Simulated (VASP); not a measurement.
Crystal: SiBN.

```
CELL_PARAMETERS angstrom
2.68010 0.00000 0.00000
0.00000 2.68010 0.00000
0.00000 0.00000 5.12017
ATOMIC_POSITIONS crystal
Si 0.50000 0.50000 0.14724
B 0.50000 0.50000 0.67038
N 0.00000 0.00000 0.91616
```

The cell was built from a structure type or drawn by symmetry, and may not be a known phase.

| Property | Result |
| --- | --- |
| Program | VASP 6.6.1 |
| Task | relaxation of cell and atoms |
| Functional | PBE |
| Potentials or basis | VASP PAW PBE potentials, release 64 (Si, B, N) |
| Cutoff | 600 eV |
| k mesh | 6 × 6 × 4 |
| Occupations | gaussian, width 0.1 eV |
| Spin | no spin polarisation |

At the start: pressure -16.5 GPa; volume 12.26 Å³/atom.

Where does the relaxation end?

Over 24 steps the energy falls by 1052.9 meV/atom and the volume is 9.81 Å³/atom (-20.0 %); space group P4mm (No. 99, to 0.1 Å) before, P4/mmm (No. 123, to 0.1 Å).

Step by step:
| step | energy change (eV) | largest force (eV/Å) | pressure (GPa) | volume (Å³) |
| --- | --- | --- | --- | --- |
| 1 | 0.0000 | 1.9379 | -16.52 | 36.78 |
| 2 | -0.6495 | 2.3578 | 3.08 | 30.39 |
| 3 | -0.6541 | 1.9542 | 0.69 | 30.83 |
| 4 | -1.1547 | 2.8348 | 0.92 | 29.17 |
| 5 | -0.1814 | 8.7125 | 72.08 | 23.92 |
| 6 | -1.2972 | 3.5490 | 8.31 | 28.03 |
| 7 | -1.6329 | 2.1867 | 25.77 | 26.01 |
| 8 | -1.7176 | 2.2511 | 26.42 | 26.16 |
| 9 | -1.7190 | 2.5894 | 26.70 | 26.19 |
| 10 | -1.9475 | 2.6222 | 19.32 | 27.01 |
| 11 | -2.4433 | 2.5073 | 1.97 | 29.60 |
| 12 | -2.5513 | 0.8781 | -21.74 | 35.24 |
| 13 | -2.6745 | 1.7109 | -12.44 | 32.50 |
| 14 | -2.8439 | 1.2023 | -11.54 | 32.11 |
| 15 | -2.9992 | 1.4683 | -8.94 | 31.38 |
| 16 | -3.0070 | 1.6551 | -8.06 | 31.19 |
| 17 | -3.1356 | 0.7904 | -2.60 | 29.91 |
| 18 | -3.1513 | 0.4913 | 0.74 | 29.35 |
| 19 | -3.1514 | 0.4721 | 0.97 | 29.31 |
| 20 | -3.1570 | 0.1942 | -0.37 | 29.51 |
| 21 | -3.1576 | 0.0879 | -0.95 | 29.60 |
| 22 | -3.1584 | 0.0588 | -0.19 | 29.48 |
| 23 | -3.1585 | 0.0646 | 0.14 | 29.43 |
| 24 | -3.1586 | 0.0306 | 0.14 | 29.43 |

Final structure:
```xyz
3
Lattice="2.6674 0.0000 0.0000 0.0000 2.6674 0.0000 0.0000 0.0000 4.1365" Properties=species:S:1:pos:R:3 pbc="T T T"
Si    1.3337    1.3337    0.3212
B     1.3337    1.3337    2.3881
N     0.0000    0.0000    0.3259
```

Caveat: the k points lie up to 0.39 Å⁻¹ apart in the final cell, too coarse for converged energies and pressures of a metal; the volume moved by over 15 % at a fixed basis, so the end points are rough.
